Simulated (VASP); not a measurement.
A run of VASP 6.6.1:

Contents of INCAR:

```
PREC     = Accurate       # precision mode
ENCUT    = 520            # plane-wave cutoff, eV
EDIFF    = 1E-7           # SCF threshold, eV
ISMEAR   = 0              # smearing method
SIGMA    = 0.05           # smearing width, eV
LREAL    = False          # projectors in reciprocal space
LASPH    = True           # aspherical terms in the spheres
NELM     = 60             # most SCF steps
ALGO     = Normal         # electronic algorithm
ISIF     = 2              # what is computed and relaxed
LWAVE    = False          # write WAVECAR
LCHARG   = True           # write CHGCAR
GGA      = PE             # functional
LELF     = True           # ELF
LVHAR    = True         
NBANDS   = 26             # bands
```

File KPOINTS:

```
Automatic mesh
0
Gamma
  6 6 6
```

Contents of POSCAR:

```
C
1.0
    3.5714750638      0.0000000000      0.0000000000
    0.0000000000     -3.5714750638      0.0000000000
    0.0000000000      0.0000000000     -3.5714750638
C
8
Direct
    0.5129324777     -0.0129324777     -0.0129324777
    0.0000000000      0.5000000000      0.0000000000
    0.0000000000      0.0000000000      0.5000000000
    0.5000000000      0.5000000000      0.5000000000
    0.7500000000      0.7500000000      0.7500000000
    0.2500000000      0.2500000000      0.7500000000
    0.2500000000      0.7500000000      0.2500000000
    0.7500000000      0.2500000000      0.2500000000
```

Potentials or basis: VASP PAW PBE potentials, release 64 (C).

Run with:

```sh
$ cat potpaw_PBE.64/C/POTCAR > POTCAR
$ mpirun -np 1 vasp_std > vasp.out
```

Hardware: 1 thread of Intel Xeon 8259CL, on a shared host.

Task: Estimate the wall time of this run.

Result: Wall time 61 s on 1 thread of Intel Xeon 8259CL, with other jobs on the host, peak memory 0.16 GiB. Counts: scf iterations 13, k points 32.
